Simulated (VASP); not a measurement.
# Nb: single point with PBE

Crystal: Nb.

```
Nb
1.0
    -1.71850    1.71850    1.71850
     1.71850   -1.71850    1.71850
     1.71850    1.71850   -1.71850
Nb
1
Cartesian
  0.0000 0.0000 0.0000
```

This cell differs from its parent crystal: volume scaled by 1.12.

```json
{
  "Program": "VASP 6.6.1",
  "Task": "single point",
  "Functional": "PBE",
  "Potentials or basis": "VASP PAW PBE potentials, release 64 (Nb_sv)",
  "Cutoff": "520 eV",
  "k mesh": "22 × 22 × 22",
  "Occupations": "fermi-dirac, width 0.1 eV",
  "Spin": "no spin polarisation"
}
```

| Item | Value |
| --- | --- |
| Pressure | -15.5 GPa |

Levels at points of the mesh, in eV from the Fermi level:
| k point | band 5 | band 6 | band 7 | band 8 | band 9 | band 10 |
| --- | --- | --- | --- | --- | --- | --- |
| (0.00, 0.00, 0.00) | -5.71 | 0.36 | 0.36 | 0.36 | 2.89 | 2.89 |
| (0.50, 0.00, 0.00) | -3.28 | -1.36 | 1.76 | 2.86 | 3.45 | 5.43 |
| (0.50, 0.50, 0.50) | -3.10 | -3.10 | 4.80 | 4.80 | 4.80 | 8.10 |

It took 99 s on 1 thread of Intel Xeon 6975P-C (shared host), peak memory 0.2 GiB.
